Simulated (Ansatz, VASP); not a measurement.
Y: VASP beside Ansatz

```
Y
1.0
     0.00000    2.54712    2.48500
     2.54712    0.00000    2.48500
     2.54712    2.54712    0.00000
Y
1
Direct
  0.00000 0.00000 0.00000
```

Change from the starting cell: strain +0.025 along x and y, +0.000 along z, atoms carried along.

Alike in both runs: task single point; functional PBEsol; k mesh 16 × 16 × 16; occupations gaussian, width 0.15 eV; no spin polarisation.

```csv
,VASP,Ansatz
version,VASP 6.6.1,Ansatz 0.2.0
potentials or method,"VASP PAW PBE potentials, release 64 (Y_sv), cutoff 520 eV","scalar-relativistic, plane waves, PAW"
valence electrons in the cell,11,11
```

```csv
,VASP,Ansatz,Ansatz less VASP
gap on the k mesh at the Fermi level (eV),none,none,-
pressure (GPa),-1.9,-1.7,+0.13
"traceless stress, the component that is largest in VASP (GPa)",0.45,0.45,-0.004
```

VASP's potentials were made for PBE, not for PBEsol. A gap of «none» marks a metal or a gap that the smearing closes. The functional is the same, so the differences come from potentials, cutoffs and numerics.
